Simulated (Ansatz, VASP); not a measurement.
**One calculation of TlCl, two programs**

```
CELL_PARAMETERS angstrom
3.91296 0.00000 0.00000
0.00000 3.91296 0.00000
0.00000 0.00000 3.91296
ATOMIC_POSITIONS crystal
Tl 0.00000 0.00000 0.00000
Cl 0.50000 0.50000 0.50000
```

Alike in both runs: task single point; functional HSE06; k mesh 4 × 4 × 4; occupations fermi-dirac, width 0.05 eV; no spin polarisation.

|  | VASP | Ansatz |
| --- | --- | --- |
| version | VASP 6.6.1 | Ansatz 0.2.0 development build |
| potentials or method | VASP PAW PBE potentials, release 64 (Tl_d, Cl) | plane waves, PAW datasets (generated soft set 1) |
| plane-wave cutoff (eV) | 400 | 420 |
| valence electrons in the cell | 20 | 20 |

|  | VASP | Ansatz | Ansatz less VASP |
| --- | --- | --- | --- |
| gap on the k mesh at the Fermi level (eV) | 3.02 | 3.02 | 0.000 |

Spin-orbit coupling is off throughout.
